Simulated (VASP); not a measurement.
A run of VASP 6.6.1 is set up as follows.

File INCAR:

```
SYSTEM = ScPt
  ALGO = Normal
  EDIFF = 1E-6
  ENCUT = 520
  ISIF = 2
  ISMEAR = -1
  LASPH = .True.
  LCHARG = .False.
  LREAL = .False.
  LWAVE = .False.
  NBANDS = 18
  NELM = 100
  PREC = Accurate
  SIGMA = 0.05
```

The input KPOINTS:

```
k-points
0
Gamma
  13 13 13
  0 0 0
```

Contents of POSCAR:

```
ScPt
1.0
    3.2283214605      0.0000000000      0.0000000000
    0.0000000000      3.2283214605      0.0000000000
    0.0000000000      0.0000000000      3.2283214605
Sc Pt
1 1
Direct
    0.5000000000      0.5000000000      0.5000000000
    0.0000000000      0.0000000000      0.0000000000
```

Potentials or basis: VASP PAW LDA potentials, release 64 (Sc_sv, Pt).

Command:

```console
$ cat potpaw_LDA.64/Sc_sv/POTCAR potpaw_LDA.64/Pt/POTCAR > POTCAR
$ mpirun -np 1 vasp_std > vasp.out
```

Q: Predict the pressure.

A: 0.8 GPa.

Q: Estimate the band gap on the k mesh.

A: Zero (an odd number of electrons rules out a gap without spin polarisation).

Caveat: spin-orbit coupling is left out, which moves the levels of the heavy elements.
